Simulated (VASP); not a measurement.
# ScC3 (P6_3/mmc) in VASP: notebook, part 2 of 3

VASP 6.6.1. The steps go on from the part before.

## (3) Single point, PBE

This run uses another cell than the first one, of 11.78 Å³/atom.

Contents of INCAR:

```
SYSTEM = ScC3
PREC     = Accurate       ! precision mode
ENCUT    = 520            ! plane-wave cutoff, eV
EDIFF    = 1E-7           ! SCF threshold, eV
ISMEAR   = 0              ! smearing method
SIGMA    = 0.1            ! smearing width, eV
LREAL    = .FALSE.        ! projectors in reciprocal space
LASPH    = .TRUE.         ! aspherical terms in the spheres
NELM     = 100            ! most SCF steps
ALGO     = Normal         ! electronic algorithm
ISIF     = 2              ! what is computed and relaxed
LWAVE    = .FALSE.        ! write WAVECAR
LCHARG   = .FALSE.        ! write CHGCAR
GGA      = PE             ! functional
NBANDS   = 33             ! bands
```

Contents of KPOINTS:

```
regular mesh
0
G
  6 6 4
  0 0 0
```

Contents of POSCAR:

```
ScC3
1.0
    4.5216344975      0.0000000000      0.0000000000
   -2.2608172488      3.9158503415      0.0000000000
    0.0000000000      0.0000000000      5.3218352524
Sc C
2 6
Direct
    0.3333333333      0.6666666667      0.2500000000
    0.6666666667      0.3333333333      0.7500000000
    0.8946992449      0.7893984899      0.2500000000
    0.1053007551      0.8946992449      0.7500000000
    0.2106015101      0.1053007551      0.2500000000
    0.1053007551      0.2106015101      0.7500000000
    0.8946992449      0.1053007551      0.2500000000
    0.7893984899      0.8946992449      0.7500000000
```

Potentials or basis: VASP PAW PBE potentials, release 64 (Sc_sv, C).

Run with:

```sh
$ cat potpaw_PBE.64/Sc_sv/POTCAR potpaw_PBE.64/C/POTCAR > POTCAR
$ mpirun -np 1 vasp_std > vasp.out
```

OUTCAR:

```text
SYSTEM = ScC3
   PREC = Accurate
   ENCUT = 520
   EDIFF = 1E-7
   ISMEAR = 0
   LREAL = .FALSE.
   LASPH = .TRUE.
   NELM = 100
   ISIF = 2
   GGA = PE

 ion  position               nearest neighbor table
   1  0.333  0.667  0.250-   3 2.31   7 2.31   3 2.31   7 2.31   5 2.31   5 2.31
   2  0.667  0.333  0.750-   6 2.31   4 2.31   6 2.31   4 2.31   8 2.31   8 2.31
   3  0.895  0.789  0.250-   5 1.43   7 1.43   1 2.31   1 2.31
   4  0.105  0.895  0.750-   8 1.43   6 1.43   2 2.31   2 2.31
   5  0.211  0.105  0.250-   7 1.43   3 1.43   1 2.31   1 2.31
   6  0.105  0.211  0.750-   8 1.43   4 1.43   2 2.31   2 2.31
[... 967 lines left out ...]
  Total        0.6240997      0.6240997      0.1371211     -0.0000000      0.0000000      0.0000000
  in kB       10.6116168     10.6116168      2.3314810     -0.0000000      0.0000000      0.0000000
  external PRESSURE =       7.8515716 kB  Pullay stress =       0.0000000 kB

 VOLUME and BASIS-vectors are now :
 -----------------------------------------------------------------------------
  energy-cutoff  :      520.00
  volume of cell :       94.23
      direct lattice vectors                 reciprocal lattice vectors
     4.521634498  0.000000000  0.000000000     0.221158964  0.127686187  0.000000000
    -2.260817249  3.915850342  0.000000000     0.000000000  0.255372375  0.000000000
     0.000000000  0.000000000  5.321835252     0.000000000  0.000000000  0.187905103

 POSITION                                       TOTAL-FORCE (eV/Angst)
 -----------------------------------------------------------------------------------
     -0.00000      2.61057      1.33046        -0.000000      0.000000      0.000000
      2.26082      1.30528      3.99138        -0.000000      0.000000      0.000000
      2.26082      3.09117      1.33046         0.000000     -0.169861     -0.000000
     -1.54662      3.50351      3.99138         0.147104     -0.084930      0.000000
      0.71420      0.41234      1.33046         0.147104      0.084930      0.000000
      0.00000      0.82468      3.99138        -0.000000      0.169861      0.000000
      3.80744      0.41234      1.33046        -0.147104      0.084930     -0.000000
      1.54662      3.50351      3.99138        -0.147104     -0.084930     -0.000000
 -----------------------------------------------------------------------------------
    total drift:                               -0.000000      0.000000     -0.000000

  FREE ENERGIE OF THE ION-ELECTRON SYSTEM (eV)
  ---------------------------------------------------
  free  energy   TOTEN  =       -61.1956487823 eV

  energy  without entropy=      -61.1841654049  energy(sigma->0) =      -61.18990709
```

stdout:

```text
POSCAR found type information on POSCAR ScC
 POSCAR found :  2 types and       8 ions
 scaLAPACK will be used
 LDA part: xc-table for (Slater+PW92), standard interpolation
 POSCAR, INCAR and KPOINTS ok, starting setup
 FFT: planning ... GRIDC
 FFT: planning ... GRID_SOFT
 FFT: planning ... GRID
 WAVECAR not read
 entering main loop
```

Run time: 33 s. Hardware: 1 thread of Intel Xeon 6975P-C (Granite Rapids), shared host; peak memory 0.23 GiB.

Results:

```
Free energy            : -61.1956 eV
Pressure               : 0.8 GPa
Largest force          : 0.170 eV/Å
Band gap on the k mesh : zero (bands 23 and 24 overlap by 3.04 eV)
```

Forces in eV/Å, atoms in the order of the input:
```
Sc   0.000  0.000  0.000
Sc   0.000  0.000  0.000
C    0.000 -0.170  0.000
C    0.147 -0.085  0.000
C    0.147  0.085  0.000
C    0.000  0.170  0.000
C   -0.147  0.085  0.000
C   -0.147 -0.085  0.000
```

Stress tensor (GPa, compression positive):
```
1.06 0.00 0.00
0.00 1.06 0.00
0.00 0.00 0.23
```

Levels at points of the mesh, in eV from the Fermi level:
```csv
k point,band 18,band 19,band 20,band 21,band 22,band 23,band 24,band 25,band 26,band 27
"(0.00, 0.00, 0.00)",-2.19,-2.19,-1.75,-1.01,-1.01,0.44,0.44,1.53,1.53,2.22
"(0.50, 0.00, 0.00)",-3.01,-2.03,-1.83,-1.46,-1.10,-0.83,-0.73,2.23,2.90,3.04
"(0.00, 0.00, 0.50)",-3.99,-1.79,-1.79,-1.79,-1.79,2.31,2.31,2.31,2.31,2.52
"(0.50, 0.00, 0.50)",-3.39,-2.25,-2.25,-1.45,-1.45,0.45,0.45,1.52,1.52,3.18
```

## (4) Single point, PBE

This run uses another cell than the first one, of 14.67 Å³/atom.

Contents of INCAR:

```
SYSTEM = ScC3
PREC = Accurate
ENCUT = 520
EDIFF = 1E-6
ISMEAR = 0
SIGMA = 0.1
LREAL = .False.
LASPH = .True.
NELM = 80
ALGO = Normal
ISIF = 2
LWAVE = .False.
LCHARG = .False.
GGA = PE
NBANDS = 33
```

Contents of KPOINTS:

```
Automatic mesh
0
Gamma
  6 6 4
  0 0 0
```

Contents of POSCAR:

```
ScC3
1.0
    5.2722418057      0.0000000000      0.0000000000
   -2.6361209028      4.5658953386      0.0000000000
    0.0000000000      0.0000000000      4.8739989063
Sc C
2 6
Direct
    0.3333333333      0.6666666667      0.2500000000
    0.6666666667      0.3333333333      0.7500000000
   -0.1499303609      0.4250339171      0.2500000000
    0.4250357221     -0.1499303609      0.7500000000
    0.5749660829      0.4250357221      0.2500000000
    1.1499303609      0.5749660829      0.7500000000
    0.5749642779      1.1499303609      0.2500000000
    0.4250339171      0.5749642779      0.7500000000
```

Run with:

```sh
$ cat potpaw_PBE.64/Sc_sv/POTCAR potpaw_PBE.64/C/POTCAR > POTCAR
$ mpirun -np 1 vasp_std > vasp.out
```

Run time: 46 s. Hardware: 1 thread of Intel Xeon 6975P-C (Granite Rapids), shared host; peak memory 0.25 GiB.

It converged, with:

```
Free energy            : -63.1513 eV
Pressure               : 0.5 GPa
Largest force          : 0.119 eV/Å
Band gap on the k mesh : zero (bands 23 and 24 overlap by 2.82 eV)
```

Forces in eV/Å, atoms in the order of the input:
```
Sc   0.000  0.000  0.000
Sc   0.000  0.000  0.000
C    0.103  0.060  0.000
C    0.000  0.119  0.000
C   -0.103  0.060  0.000
C   -0.103 -0.060  0.000
C    0.000 -0.119  0.000
C    0.103 -0.060  0.000
```

Stress tensor (GPa, compression positive):
```
0.67 0.00 0.00
0.00 0.67 0.00
0.00 0.00 0.19
```

Levels at points of the mesh, in eV from the Fermi level:
| k point | band 21 | band 22 | band 23 | band 24 | band 25 | band 26 |
| --- | --- | --- | --- | --- | --- | --- |
| (0.00, 0.00, 0.00) | -1.49 | -1.49 | -1.06 | -1.06 | 2.21 | 2.21 |
| (0.50, 0.00, 0.00) | -1.64 | -1.57 | -1.00 | -0.15 | 1.51 | 2.56 |
| (0.00, 0.00, 0.50) | -1.88 | -1.88 | 1.76 | 1.76 | 1.76 | 1.76 |
| (0.50, 0.00, 0.50) | -1.98 | -1.98 | 1.43 | 1.43 | 1.90 | 1.90 |

## (5) Relaxation of cell and atoms, PBE

This run uses another cell than the first one, of 10.65 Å³/atom.

Contents of INCAR:

```
SYSTEM = ScC3
ALGO = Normal ; EDIFF = 1E-6
EDIFFG = -0.04 ; ENCUT = 600
GGA = PE ; IBRION = 2
ISIF = 3 ; ISMEAR = 0
LASPH = .TRUE. ; LCHARG = .FALSE.
LREAL = .FALSE. ; LWAVE = .FALSE.
NELM = 60 ; NSW = 90
PREC = Accurate ; SIGMA = 0.1
```

Contents of KPOINTS:

```
k-points
0
G
  6 6 4
  0 0 0
```

Contents of POSCAR:

```
ScC3
1.0
    4.9681289122      0.0000000000      0.0000000000
   -2.4840644561      4.3025258472      0.0000000000
    0.0000000000      0.0000000000      3.9876899961
Sc C
2 6
Direct
    0.3333333333      0.6666666667      0.2500000000
    0.6666666667      0.3333333333      0.7500000000
    0.8330000000      0.6660000000      0.2500000000
    0.1670000000      0.8330000000      0.7500000000
    0.3340000000      0.1670000000      0.2500000000
    0.1670000000      0.3340000000      0.7500000000
    0.8330000000      0.1670000000      0.2500000000
    0.6660000000      0.8330000000      0.7500000000
```

Run with:

```sh
$ cat potpaw_PBE.64/Sc_sv/POTCAR potpaw_PBE.64/C/POTCAR > POTCAR
$ mpirun -np 1 vasp_std > vasp.out
```

It took 12 min on 1 thread of Intel Xeon 6975P-C (Granite Rapids), shared host; peak memory 0.26 GiB.

It converged, with:

```yaml
Free_energy: -61.1591 eV
Relaxed_volume: 11.66 Å³/atom
Relaxed_cell: a = 4.527 Å, b = 4.527 Å, c = 5.253 Å, α = 90.00°, β = 90.00°, γ = 120.00°
Space_group_after_relaxing_to_0.1_Å: P6_3/mmc (No. 194)
Pressure_after_relaxing: 0.0 GPa
Largest_force_after_relaxing: 0.035 eV/Å
Band_gap_on_the_k_mesh: zero (bands 23 and 24 overlap by 3.14 eV)
```

Forces on the atoms (eV/Å):
```
Sc   0.000  0.000  0.000
Sc   0.000  0.000  0.000
C    0.000 -0.035  0.000
C    0.030 -0.018  0.000
C    0.030  0.018  0.000
C    0.000  0.035  0.000
C   -0.030  0.018  0.000
C   -0.030 -0.018  0.000
```

Stress tensor (GPa, compression positive):
```
-0.17  0.00  0.00
 0.00 -0.17  0.00
 0.00  0.00  0.21
```

Final structure:
```
Sc C
1.0
     4.52742    0.00000    0.00000
    -2.26371    3.92086    0.00000
     0.00000    0.00000    5.25326
Sc C
2 6
Cartesian
  0.0000 2.6139 1.3133
  2.2637 1.3070 3.9399
  2.2637 3.0951 1.3133
  -1.5486 3.5080 3.9399
  0.7151 0.4129 1.3133
  0.0000 0.8257 3.9399
  3.8123 0.4129 1.3133
  1.5486 3.5080 3.9399
```

Levels at points of the mesh, in eV from the Fermi level:
```
           k point  band 20  band 21  band 22  band 23  band 24  band 25
(0.00, 0.00, 0.00)    -1.50    -0.96    -0.96     0.40     0.40     1.52
(0.50, 0.00, 0.00)    -1.60    -1.47    -1.07    -0.81    -0.77     2.27
(0.00, 0.00, 0.50)    -1.80    -1.80    -1.80     2.37     2.37     2.37
(0.50, 0.00, 0.50)    -2.21    -1.45    -1.45     0.50     0.50     1.59
```

Caveat: the k points lie up to 0.30 Å⁻¹ apart in the final cell, too coarse for converged energies and pressures of a metal; a cell axis changed by over 15 % at a fixed basis, so the end point is rough.

(Part 2 of 3 ends here.)
